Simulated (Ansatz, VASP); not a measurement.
## One calculation of F, two programs

```
F
1.0
     0.00000    1.71729    1.71729
     1.71729    0.00000    1.71729
     1.71729    1.71729    0.00000
F
1
Direct
  0.00000 0.00000 0.00000
```

Alike in both runs: task electric field gradients; functional PBE; k mesh 16 × 16 × 16; occupations fermi-dirac, width 0.05 eV; no spin polarisation.

|  | VASP | Ansatz |
| --- | --- | --- |
| version | VASP 6.6.1 | Ansatz 0.2.0 |
| potentials or method | VASP PAW PBE potentials, release 64 (F) | PAW with Ansatz's default frozen-core files, scalar-relativistic |
| plane-wave cutoff (eV) | 520 | 420 |
| valence electrons in the cell | 7 | 7 |

|  | VASP | Ansatz | Ansatz less VASP |
| --- | --- | --- | --- |
| pressure (GPa) | -0.6 | 0.0 | +0.62 |
